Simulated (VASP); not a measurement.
# GaAs (F-43m) in VASP: further runs, part 2 of 2

VASP 6.6.1. The steps go on from the part before.

### Step 4. Single point, PBE (20.77 Å³/atom)

This run uses another cell than the first one, of 20.77 Å³/atom.

Contents of INCAR:

```
SYSTEM = GaAs
PREC = Accurate ; ENCUT = 500
EDIFF = 1E-6 ; ISMEAR = 0
SIGMA = 0.02 ; LREAL = .False.
LASPH = .True. ; NELM = 120
ALGO = Normal ; ISIF = 2
LWAVE = .False. ; LCHARG = .False.
GGA = PE ; NBANDS = 16
GGA_COMPAT = .False.
```

Contents of KPOINTS:

```
Automatic mesh
0
Gamma
  12 12 12
  0 0 0
```

Contents of POSCAR:

```
GaAs
1.0
    0.0000000000      2.7490223173      2.7490223173
    2.7490223173      0.0000000000      2.7490223173
    2.7490223173      2.7490223173      0.0000000000
Ga As
1 1
Direct
    0.0000000000      0.0000000000      0.0000000000
    0.2500000000      0.2500000000      0.2500000000
```

Potentials or basis: VASP PAW PBE potentials, release 64 (Ga_d, As).

Launch:

```
$ cat potpaw_PBE.64/Ga_d/POTCAR potpaw_PBE.64/As/POTCAR > POTCAR
$ mpirun -np 1 vasp_std > vasp.out
```

OUTCAR:

```text
SYSTEM = GaAs
   PREC = Accurate
   ENCUT = 500
   EDIFF = 1E-6
   ISMEAR = 0
   LREAL = .False.
   LASPH = .True.
   NELM = 120
   ISIF = 2
   GGA = PE

 ion  position               nearest neighbor table
   1  0.000  0.000  0.000-   2 2.38   2 2.38   2 2.38   2 2.38
   2  0.250  0.250  0.250-   1 2.38   1 2.38   1 2.38   1 2.38

  LATTYP: Found a face centered cubic cell.
 ALAT       =     5.4980446346

  Lattice vectors:

 A1 = (   0.0000000000,   2.7490223173,   2.7490223173)
 A2 = (   2.7490223173,   0.0000000000,   2.7490223173)
 A3 = (   2.7490223173,   2.7490223173,   0.0000000000)

Analysis of symmetry for initial positions (statically):
=====================================================================
 Subroutine PRICEL returns:
 Original cell was already a primitive cell.

 Routine SETGRP: Setting up the symmetry group for a
 face centered cubic supercell.

 Subroutine GETGRP returns: Found 24 space group operations
 (whereof 24 operations were pure point group operations)
 out of a pool of 48 trial point group operations.

The static configuration has the point symmetry T_d .

Analysis of symmetry for dynamics (positions and initial velocities):
=====================================================================
 Subroutine PRICEL returns:
 Original cell was already a primitive cell.

 Routine SETGRP: Setting up the symmetry group for a
 face centered cubic supercell.

 Subroutine GETGRP returns: Found 24 space group operations
 (whereof 24 operations were pure point group operations)
 out of a pool of 48 trial point group operations.

The dynamic configuration has the point symmetry T_d .

 Subroutine INISYM returns: Found 24 space group operations
 (whereof 24 operations are pure point group operations),
 and found     1 'primitive' translations
[... 103 lines left out ...]
   POTIM  = 0.5000    time-step for ionic-motion
   TEBEG  =    0.0;   TEEND  =   0.0 temperature during run
   PSTRESS=    0.0 pullay stress
   NELECT =      18.0000    total number of electrons
   NUPDOWN=      -1.0000    fix difference up-down
   EMIN   =  10.00;   EMAX   =-10.00  energy-range for DOS
   EFERMI =   0.00;   METHOD = LEGACY
   ISMEAR =     0;   SIGMA  =   0.02  broadening in eV -4-tet -1-fermi 0-gaus
   EFERMI_NEDOS =   21; number of points for ismear=-14 and -15
   IALGO  =     38    algorithm
   IMIX   =      4    mixing-type and parameters
     AMIX     =   0.40;   BMIX     =  1.00
     AMIX_MAG =   1.60;   BMIX_MAG =  1.00
  volume/ion in A,a.u.               =      20.77       140.19
  Fermi-wavevector in a.u.,A,eV,Ry     =   1.238732  2.340864 20.877559  1.534457
  Thomas-Fermi vector in A             =   2.373245
   LORBIT       =      0    0 simple, 1 ext, 2 COOP (PROOUT), +10 PAW based schemes
   GGA     = PE    functional components
   LHFCALC =     F    Hartree Fock is set to
   AEXX    =    0.0000 exact exchange contribution
   IVDW    =     0    specifies the selected vdW correction
   LEPSILON=     F    determine dielectric tensor
   LRPA    =     F    only Hartree local field effects (RPA)
 non-spin polarized calculation
 Gauss-broadening in eV      SIGMA  =   0.02
  energy-cutoff  :      500.00
  volume of cell :       41.55
 maximum number of plane-waves:      1067
   NGX = 15   NGY = 15   NGZ = 15

 number of electron      18.0000012 magnetization

 Free energy of the ion-electron system (eV)
  ---------------------------------------------------
  ext. energy  EPLUGINS =         0.00000000
  ---------------------------------------------------
  free energy    TOTEN  =        -8.09162517 eV

  energy without entropy =       -8.09162517  energy(sigma->0) =       -8.09162517

 E-fermi :   4.8690     XC(G=0):  -9.9709

 val. band max:        4.7564940916   @ k =   0.0000   0.0000   0.0000
 cond. band min:       5.9273466624   @ k =   0.0000   0.0000   0.0000
 fundamental gap:      1.1708525708
 Fermi energy:         4.8689890877

 k-point     1 :       0.0000    0.0000    0.0000
  band No.  band energies     occupation
      1     -10.2263      2.00000
      2     -10.2263      2.00000
      3     -10.2263      2.00000
      4     -10.1241      2.00000
      5     -10.1241      2.00000
      6      -8.6066      2.00000
[... 433 lines left out ...]
      3     -10.1911      2.00000
      4     -10.1255      2.00000
      5     -10.1206      2.00000
      6      -6.3536      2.00000
[... 8 lines left out ...]
     15      15.4065      0.00000
     16      16.2339      0.00000

 [... further k-points ...]
[... 5 lines left out ...]
  --------------------------------------------------------------------------------------
  -------------------------------------------------------------------------------------
  Total        2.8996652      2.8996652      2.8996652      0.0000000      0.0000000     -0.0000000
  in kB      111.8133475    111.8133475    111.8133475      0.0000000      0.0000000     -0.0000000
  external PRESSURE =     111.8133475 kB  Pullay stress =       0.0000000 kB

 VOLUME and BASIS-vectors are now :
 -----------------------------------------------------------------------------
  energy-cutoff  :      500.00
  volume of cell :       41.55
      direct lattice vectors                 reciprocal lattice vectors
     0.000000000  2.749022317  2.749022317    -0.181882845  0.181882845  0.181882845
     2.749022317  0.000000000  2.749022317     0.181882845 -0.181882845  0.181882845
     2.749022317  2.749022317  0.000000000     0.181882845  0.181882845 -0.181882845

 POSITION                                       TOTAL-FORCE (eV/Angst)
 -----------------------------------------------------------------------------------
      0.00000      0.00000      0.00000         0.000000      0.000000      0.000000
      1.37451      1.37451      1.37451        -0.000000     -0.000000     -0.000000
 -----------------------------------------------------------------------------------
    total drift:                                0.000001      0.000001      0.000001

  FREE ENERGIE OF THE ION-ELECTRON SYSTEM (eV)
  ---------------------------------------------------
  free  energy   TOTEN  =        -8.0916251668 eV

  energy  without entropy=       -8.0916251668  energy(sigma->0) =       -8.09162517
```

OSZICAR:

```text
N       E                     dE             d eps       ncg     rms          rms(c)
DAV:   1     0.799162309212E+02    0.79916E+02   -0.88034E+03  2392   0.157E+03
DAV:   2    -0.222618243354E+01   -0.82142E+02   -0.78455E+02  2624   0.301E+02
DAV:   3    -0.818534067388E+01   -0.59592E+01   -0.59395E+01  2848   0.638E+01
DAV:   4    -0.826852091511E+01   -0.83180E-01   -0.83167E-01  2792   0.828E+00
DAV:   5    -0.826969053107E+01   -0.11696E-02   -0.11696E-02  2928   0.880E-01    0.318E+00
DAV:   6    -0.811577410771E+01    0.15392E+00   -0.21228E-01  3560   0.864E+00    0.194E+00
DAV:   7    -0.809039721236E+01    0.25377E-01   -0.75047E-02  2920   0.211E+00    0.572E-01
DAV:   8    -0.809113945098E+01   -0.74224E-03   -0.11104E-02  2784   0.121E+00    0.145E-01
DAV:   9    -0.809152095861E+01   -0.38151E-03   -0.95888E-04  2752   0.327E-01    0.456E-02
DAV:  10    -0.809158112405E+01   -0.60165E-04   -0.78670E-05  3072   0.113E-01    0.248E-02
DAV:  11    -0.809162490955E+01   -0.43785E-04   -0.60122E-05  2536   0.617E-02    0.253E-03
DAV:  12    -0.809162516685E+01   -0.25730E-06   -0.12265E-06  2480   0.184E-02
   1 F= -.80916252E+01 E0= -.80916252E+01  d E =-.356329E-18
```

Wall time 62 s (1 thread of Intel Xeon 8259CL, shared host); peak memory 0.19 GiB.

What came out:

```
Free energy            : -8.0916 eV
Pressure               : 11.2 GPa
Band gap on the k mesh : 1.17 eV
```

Caveat: the cell stands under pressure. A k mesh can miss the band edges.

### Step 5. The runs side by side

| cell | gap on the mesh (eV) | pressure (GPa) |
| --- | --- | --- |
| a = 3.772 Å, angles 60.0°, 2 atoms | 1.07 | 23.1 |
| a = 3.831 Å, angles 60.0°, 2 atoms | 1.18 | 16.5 |
| a = 3.888 Å, angles 60.0°, 2 atoms | 1.17 | 11.2 |

Alike in all rows: task single point; level PBE; potentials or basis VASP PAW PBE potentials, release 64 (Ga_d, As); no spin polarisation; k mesh 12 × 12 × 12; cutoff (eV) 500; smearing gaussian 0.02 eV.

Caveats: the cell stands under pressure.

Absolute energies hang on the potentials; compare differences alone.
